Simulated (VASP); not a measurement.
Crystal: Be3CdS2.

```xyz
6
Lattice="4.2490 0.0000 0.0000 0.0000 4.2490 0.0000 0.0000 0.0000 4.9635" Properties=species:S:1:pos:R:3 pbc="T T T"
Be    0.0000    0.0000    0.0000
Be    0.0000    2.1245    2.4818
Be    2.1245    0.0000    2.4818
Cd    2.1245    2.1245    0.0000
S     0.0000    2.1245    0.0000
S     2.1245    0.0000    0.0000
```

- Program: VASP 6.6.1
- Task: relaxation of cell and atoms
- Functional: PBE
- Potentials or basis: VASP PAW PBE potentials, release 64 (Be, Cd, S)
- Cutoff: 600 eV
- k mesh: 4 × 4 × 4
- Occupations: gaussian, width 0.1 eV
- Spin: no spin polarisation

At the start: pressure 35.5 GPa; volume 14.94 Å³/atom.

Q: Where does the relaxation end?

A: Over 14 steps the energy falls by 822.4 meV/atom and the volume is 17.79 Å³/atom (+19.1 %); space group P4/mmm (No. 123, to 0.05 Å).

The path:
```
step  energy change (eV)  largest force (eV/Å)  pressure (GPa)  volume (Å³)
   1              0.0000                0.0000           35.45        89.61
   2             -3.4291                0.0000           -9.02       136.88
   3             -3.9119                0.0000           -3.49       117.70
   4             -3.9173                0.0000           -4.67       119.97
   5             -3.9183                0.0000           -4.28       119.19
   6             -4.4428                0.0000           -3.27       112.65
   7             -4.1601                0.0000           15.21        92.01
   8             -4.7903                0.0000           -0.99       106.72
   9             -4.8721                0.0000            2.00       101.49
  10             -4.9147                0.0000            0.27       104.32
  11             -4.9271                0.0000           -0.66       106.50
  12             -4.9278                0.0000           -0.85       107.09
  13             -4.9323                0.0000            0.27       106.52
  14             -4.9342                0.0000           -0.15       106.72
```

Final structure:
```yaml
crystal:
  lattice:
    - [5.22197, 0.00000, 0.00000]
    - [0.00000, 5.22197, 0.00000]
    - [0.00000, 0.00000, 3.91346]
  atoms:
    - { symbol: Be, position: [0.00000, 0.00000, 0.00000] }
    - { symbol: Be, position: [0.00000, 0.50000, 0.50000] }
    - { symbol: Be, position: [0.50000, 0.00000, 0.50000] }
    - { symbol: Cd, position: [0.50000, 0.50000, 0.00000] }
    - { symbol: S, position: [0.00000, 0.50000, 0.00000] }
    - { symbol: S, position: [0.50000, 0.00000, 0.00000] }
```

Caveat: the k points lie up to 0.40 Å⁻¹ apart in the final cell; the volume moved by over 15 % at a fixed basis, so the end points are rough.
